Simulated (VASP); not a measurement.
# Al3BP4 (P3m1) in VASP: single point with PBE

Aim: the single point of Al3BP4 with PBE.

All numbers are computed with VASP 6.6.1; they aren't measurements. Logs are shortened: lines on timing, memory, paths and dates and some standing lists are left out, and cuts for length are marked.

**1. The cell of the first run**

Symmetry: P3m1, No. 156, trigonal system. The conventional cell has a = 3.717 Å, b = 3.717 Å, c = 12.451 Å, α = 90.00°, β = 90.00°, γ = 120.00°. Within 3.1 Å of Al (site symmetry 3m) lie 4 P at 2.32 to 2.37 Å. Al (site symmetry 3m) has 4 P at 2.32 to 2.40 Å within 3.1 Å. Al (site symmetry 3m) has 4 P at 2.33 to 2.37 Å within 3.1 Å. B (site symmetry 3m) has 4 P at 1.99 to 2.24 Å within 2.6 Å. P (site symmetry 3m) has 1 B at 1.99 Å and 3 Al at 2.33 Å within 2.6 Å. P (site symmetry 3m) has 4 Al at 2.32 to 2.37 Å within 3.1 Å. P (site symmetry 3m) has 3 B at 2.24 Å and 1 Al at 2.40 Å within 3.0 Å. P (site symmetry 3m) has 4 Al at 2.32 to 2.37 Å within 3.1 Å.

**2. Single point, PBE**

Contents of POSCAR:

```
Al3BP4
1.0
    3.7174735578      0.0000000000      0.0000000000
   -1.8587367789      3.2194265389      0.0000000000
    0.0000000000      0.0000000000     12.4514779123
Al B P
3 1 4
Direct
    0.6666666667      0.3333333333      0.7506851616
    0.3333333333      0.6666666667      0.0128932387
    0.3333333333      0.6666666667      0.4886945220
    0.6666666667      0.3333333333      0.2559669623
    0.6666666667      0.3333333333      0.4161345421
    0.6666666667      0.3333333333      0.9411584001
    0.3333333333      0.6666666667      0.2054649065
    0.3333333333      0.6666666667      0.6790022667
```

Contents of INCAR.step1:

```
SYSTEM = Al3BP4
ALGO = Normal
EDIFF = 1E-6
ENCUT = 520
GGA = PE
ISIF = 2
ISMEAR = 0
LASPH = .TRUE.
LCHARG = .TRUE.
LREAL = .FALSE.
LWAVE = .FALSE.
NBANDS = 26
NELM = 100
PREC = Accurate
SIGMA = 0.02
```

Contents of KPOINTS.step1:

```
k-points
0
G
  12 12 4
  0 0 0
```

Contents of INCAR.step2:

```
SYSTEM = Al3BP4
ALGO = Normal
EDIFF = 1E-6
ENCUT = 520
GGA = PE
ICHARG = 11
ISIF = 2
ISMEAR = -5
LASPH = .TRUE.
LCHARG = .FALSE.
LORBIT = 11
LREAL = .FALSE.
LWAVE = .FALSE.
NEDOS = 1001
NELM = 100
PREC = Accurate
SIGMA = 0.02
```

Contents of KPOINTS.step2:

```
k-points
0
G
  18 18 6
  0 0 0
```

Potentials or basis: VASP PAW PBE potentials, release 64 (Al, B, P).

On the command line:

```bash
> cat potpaw_PBE.64/Al/POTCAR potpaw_PBE.64/B/POTCAR potpaw_PBE.64/P/POTCAR > POTCAR
> cp INCAR.step1 INCAR
> cp KPOINTS.step1 KPOINTS
> mpirun -np 1 vasp_std > vasp.out
> cp INCAR.step2 INCAR
> cp KPOINTS.step2 KPOINTS
> mpirun -np 1 vasp_std > vasp.out
```

OUTCAR:

```text
SYSTEM = Al3BP4
   EDIFF = 1E-6
   ENCUT = 520
   GGA = PE
   ICHARG = 11
   ISIF = 2
   ISMEAR = -5
   LASPH = .TRUE.
   LORBIT = 11
   LREAL = .FALSE.
   NELM = 100
   PREC = Accurate

 ion  position               nearest neighbor table
   1  0.667  0.333  0.751-   8 2.32   8 2.32   8 2.32   6 2.37
   2  0.333  0.667  0.013-   6 2.32   6 2.32   6 2.32   7 2.40
   3  0.333  0.667  0.489-   5 2.33   5 2.33   5 2.33   8 2.37
   4  0.667  0.333  0.256-   5 1.99   7 2.24   7 2.24   7 2.24
   5  0.667  0.333  0.416-   4 1.99   3 2.33   3 2.33   3 2.33
   6  0.667  0.333  0.941-   2 2.32   2 2.32   2 2.32   1 2.37
   7  0.333  0.667  0.205-   4 2.24   4 2.24   4 2.24   2 2.40
   8  0.333  0.667  0.679-   1 2.32   1 2.32   1 2.32   3 2.37

  LATTYP: Found a hexagonal cell.
 ALAT       =     3.7174735578
 C/A-ratio  =     3.3494462620

  Lattice vectors:

 A1 = (   3.7174735578,   0.0000000000,   0.0000000000)
 A2 = (  -1.8587367789,   3.2194265389,   0.0000000000)
 A3 = (   0.0000000000,   0.0000000000,  12.4514779123)

Analysis of symmetry for initial positions (statically):
=====================================================================
 Subroutine PRICEL returns:
 Original cell was already a primitive cell.

 Routine SETGRP: Setting up the symmetry group for a
 hexagonal supercell.

 Subroutine GETGRP returns: Found  6 space group operations
 (whereof  6 operations were pure point group operations)
 out of a pool of 24 trial point group operations.

The static configuration has the point symmetry C_3v.

Analysis of symmetry for dynamics (positions and initial velocities):
=====================================================================
 Subroutine PRICEL returns:
 Original cell was already a primitive cell.

 Routine SETGRP: Setting up the symmetry group for a
 hexagonal supercell.

 Subroutine GETGRP returns: Found  6 space group operations
 (whereof  6 operations were pure point group operations)
 out of a pool of 24 trial point group operations.

The dynamic configuration has the point symmetry C_3v.

 Subroutine INISYM returns: Found  6 space group operations
 (whereof  6 operations are pure point group operations),
 and found     1 'primitive' translations

----------------------------------------------------------------------------------------

                                     Primitive cell

  volume of cell :     149.0209

  direct lattice vectors                    reciprocal lattice vectors
     3.717473558  0.000000000  0.000000000     0.268999896  0.155307162  0.000000000
    -1.858736779  3.219426539  0.000000000     0.000000000  0.310614325  0.000000000
     0.000000000  0.000000000 12.451477912     0.000000000  0.000000000  0.080311752

  length of vectors
     3.717473558  3.717473558 12.451477912     0.310614325  0.310614325  0.080311752

  position of ions in fractional coordinates (direct lattice)
     0.666666667  0.333333333  0.750685162
     0.333333333  0.666666667  0.012893239
     0.333333333  0.666666667  0.488694522
     0.666666667  0.333333333  0.255966962
     0.666666667  0.333333333  0.416134542
     0.666666667  0.333333333  0.941158400
     0.333333333  0.666666667  0.205464906
     0.333333333  0.666666667  0.679002267

  ion indices of the primitive-cell ions
   primitive index   ion index
                 1           1
                 2           2
                 3           3
                 4           4
                 5           5
                 6           6
                 7           7
                 8           8

----------------------------------------------------------------------------------------

 KPOINTS: k-points

Automatic generation of k-mesh.
 Grid dimensions read from file:
 generate k-points for:   18   18    6

 Generating k-lattice:

  Cartesian coordinates                     Fractional coordinates (reciprocal lattice)
     0.014944439  0.008628176  0.000000000     0.055555556  0.000000000  0.000000000
     0.000000000  0.017256351  0.000000000     0.000000000  0.055555556  0.000000000
     0.000000000  0.000000000  0.013385292     0.000000000  0.000000000  0.166666667

  Length of vectors
     0.017256351  0.017256351  0.013385292

  Shift w.r.t. Gamma in fractional coordinates (k-lattice)
     0.000000000  0.000000000  0.000000000

 TETIRR: Found   2825 inequivalent tetrahedra from    11664

 Subroutine IBZKPT returns following result:
 ===========================================

 Found    202 irreducible k-points:

 Following reciprocal coordinates:
            Coordinates               Weight
  0.000000  0.000000  0.000000      1.000000
  0.055556  0.000000  0.000000      6.000000
  0.111111  0.000000  0.000000      6.000000
  0.166667  0.000000  0.000000      6.000000
  0.222222  0.000000  0.000000      6.000000
  0.277778  0.000000  0.000000      6.000000
[... 16 lines left out ...]
  0.333333  0.111111  0.000000     12.000000
  0.388889  0.111111  0.000000     12.000000
 [... further k-points ...]
   k-points           NKPTS =    202   k-points in BZ     NKDIM =    202   number of bands    NBANDS=     21
   number of dos      NEDOS =   1001   number of ions     NIONS =      8
   total plane-waves  NPLWV =  75264
   dimension x,y,z NGX =    28 NGY =   28 NGZ =   96
   dimension x,y,z NGXF=    56 NGYF=   56 NGZF=  192
   ions per type =               3   1   4
   NGX,Y,Z   is equivalent  to a cutoff of  12.52, 12.52, 12.82 a.u.
   NGXF,Y,Z  is equivalent  to a cutoff of  25.04, 25.04, 25.63 a.u.
 SYSTEM =  Al3BP4
   PREC   = accura    normal or accurate (medium, high low for compatibility)
   ISTART =      0    job   : 0-new  1-cont  2-samecut
   ICHARG =     11    charge: 1-file 2-atom 10-const
   ISPIN  =      1    spin polarized calculation?
   LNONCOLLINEAR =      F non collinear calculations
   LSORBIT =      F    spin-orbit coupling
   LASPH  =      T    aspherical Exc in radial PAW
   ENCUT  =  520.0 eV  38.22 Ry    6.18 a.u.   6.91  6.91 23.15*2*pi/ulx,y,z
   NELM   =    100;   NELMIN=  2; NELMDL=  0     # of ELM steps
   EDIFF  = 0.1E-05   stopping-criterion for ELM
   LREAL  =      F    real-space projection
   EDIFFG = 0.1E-04   stopping-criterion for IOM
   NSW    =      0    number of steps for IOM
   IBRION =     -1    ionic relax: 0-MD 1-quasi-New 2-CG
   NFREE  =      0    steps in history (QN), initial steepest desc. (CG)
   ISIF   =      2    stress and relaxation
   ISYM   =      2    0-nonsym 1-usesym 2-fastsym
   POTIM  = 0.5000    time-step for ionic-motion
   TEBEG  =    0.0;   TEEND  =   0.0 temperature during run
   PSTRESS=    0.0 pullay stress
   NELECT =      32.0000    total number of electrons
   NUPDOWN=      -1.0000    fix difference up-down
   EMIN   =  10.00;   EMAX   =-10.00  energy-range for DOS
   EFERMI =   0.00;   METHOD = LEGACY
   ISMEAR =    -5;   SIGMA  =   0.02  broadening in eV -4-tet -1-fermi 0-gaus
   EFERMI_NEDOS =   21; number of points for ismear=-14 and -15
   IALGO  =     38    algorithm
   IMIX   =      4    mixing-type and parameters
     AMIX     =   0.40;   BMIX     =  1.00
     AMIX_MAG =   1.60;   BMIX_MAG =  1.00
  volume/ion in A,a.u.               =      18.63       125.71
  Fermi-wavevector in a.u.,A,eV,Ry     =   0.980338  1.852570 13.076043  0.961062
  Thomas-Fermi vector in A             =   2.111260
   LORBIT       =     11    0 simple, 1 ext, 2 COOP (PROOUT), +10 PAW based schemes
   GGA     = PE    functional components
   LHFCALC =     F    Hartree Fock is set to
   AEXX    =    0.0000 exact exchange contribution
   IVDW    =     0    specifies the selected vdW correction
   LEPSILON=     F    determine dielectric tensor
   LRPA    =     F    only Hartree local field effects (RPA)
 non-spin polarized calculation
 Fermi weights with tetrahedron method with Bloechl corrections
  energy-cutoff  :      520.00
  volume of cell :      149.02
 maximum number of plane-waves:      4044

 number of electron      31.9999998 magnetization

 Free energy of the ion-electron system (eV)
  ---------------------------------------------------
  ext. energy  EPLUGINS =         0.00000000
  ---------------------------------------------------
  free energy    TOTEN  =       -42.35109624 eV

  energy without entropy =      -42.35109624  energy(sigma->0) =      -42.35109624

 E-fermi :   5.2128     XC(G=0):  -9.4197

 val. band max:        5.2046036252   @ k =   0.0000   0.0000   0.0000
 cond. band min:       6.0982981127   @ k =   0.0000   0.0000   0.0000
 fundamental gap:      0.8936944875
 Fermi energy:         5.2128049796

 k-point     1 :       0.0000    0.0000    0.0000
  band No.  band energies     occupation
      1      -7.4889      2.00000
      2      -6.6046      2.00000
      3      -6.3000      2.00000
      4      -5.3071      2.00000
      5      -1.4552      2.00000
      6       0.8508      2.00000
[... 13 lines left out ...]
     20       8.2303      0.00000
     21       8.3710      0.00000

 k-point     2 :       0.0556    0.0000    0.0000
  band No.  band energies     occupation
      1      -7.4559      2.00000
      2      -6.5720      2.00000
      3      -6.2682      2.00000
      4      -5.2801      2.00000
      5      -1.4291      2.00000
      6       0.8525      2.00000
[... 13 lines left out ...]
     20       8.3246      0.00000
     21       8.5759      0.00000
[... 487 lines left out ...]
      5      -1.4682      2.00000
      6      -0.3208      2.00000
[... 13 lines left out ...]
     20       8.3067      0.00000
     21       8.7691      0.00000

 k-point    24 :       0.3889    0.1111    0.0000
  band No.  band energies     occupation
      1      -5.7198      2.00000
      2      -4.9882      2.00000
      3      -4.8651      2.00000
      4      -4.5147      2.00000
      5      -1.6224      2.00000
      6      -0.6153      2.00000
[... 13 lines left out ...]
     20       8.1351      0.00000
     21       8.5827      0.00000

 [... further k-points ...]

------------------------ aborting loop because EDIFF is reached ----------------------------------------

  FORCE on cell =-STRESS in cart. coord.  units (eV):
  Direction    XX          YY          ZZ          XY          YZ          ZX
  --------------------------------------------------------------------------------------
  -------------------------------------------------------------------------------------
  Total       -0.0898265     -0.0898265     -0.1311136      0.0000000     -0.0000000     -0.0000000
  in kB       -0.9657572     -0.9657572     -1.4096488      0.0000000     -0.0000000     -0.0000000
  external PRESSURE =      -1.1137210 kB  Pullay stress =       0.0000000 kB

 VOLUME and BASIS-vectors are now :
 -----------------------------------------------------------------------------
  energy-cutoff  :      520.00
  volume of cell :      149.02
      direct lattice vectors                 reciprocal lattice vectors
     3.717473558  0.000000000  0.000000000     0.268999896  0.155307162  0.000000000
    -1.858736779  3.219426539  0.000000000     0.000000000  0.310614325  0.000000000
     0.000000000  0.000000000 12.451477912     0.000000000  0.000000000  0.080311752

 POSITION                                       TOTAL-FORCE (eV/Angst)
 -----------------------------------------------------------------------------------
      1.85874      1.07314      9.34714        -0.000000     -0.000000      0.004056
     -0.00000      2.14628      0.16054         0.000000     -0.000000     -0.002291
     -0.00000      2.14628      6.08497         0.000000     -0.000000      0.005792
      1.85874      1.07314      3.18717        -0.000000      0.000000      0.001523
      1.85874      1.07314      5.18149         0.000000      0.000000     -0.002122
      1.85874      1.07314     11.71881        -0.000000      0.000000     -0.003213
     -0.00000      2.14628      2.55834         0.000000     -0.000000      0.001950
     -0.00000      2.14628      8.45458         0.000000      0.000000     -0.005696
 -----------------------------------------------------------------------------------
    total drift:                               -0.000050      0.000029     -0.000218

  FREE ENERGIE OF THE ION-ELECTRON SYSTEM (eV)
  ---------------------------------------------------
  free  energy   TOTEN  =       -42.3510962405 eV

  energy  without entropy=      -42.3510962405  energy(sigma->0) =      -42.35109624

 total charge

# of ion       s       p       d       tot
------------------------------------------
    1        0.398   0.400   0.000   0.798
    2        0.401   0.404   0.000   0.804
    3        0.401   0.405   0.000   0.806
    4        0.632   0.947   0.000   1.580
    5        1.005   1.615   0.000   2.620
    6        1.010   1.621   0.000   2.632
    7        1.015   1.419   0.000   2.434
    8        1.010   1.622   0.000   2.632
--------------------------------------------------
tot          5.873   8.433   0.000  14.306
```

It took 9.4 min on 1 thread of Oxide Virtual Turin-like, shared host; peak memory 0.62 GiB.

What came out:

* Valence electrons inside the program's atomic spheres: Al 0.80, 0.81 (each value once); B 1.58; P 2.62, 2.63, 2.43 (each value once)
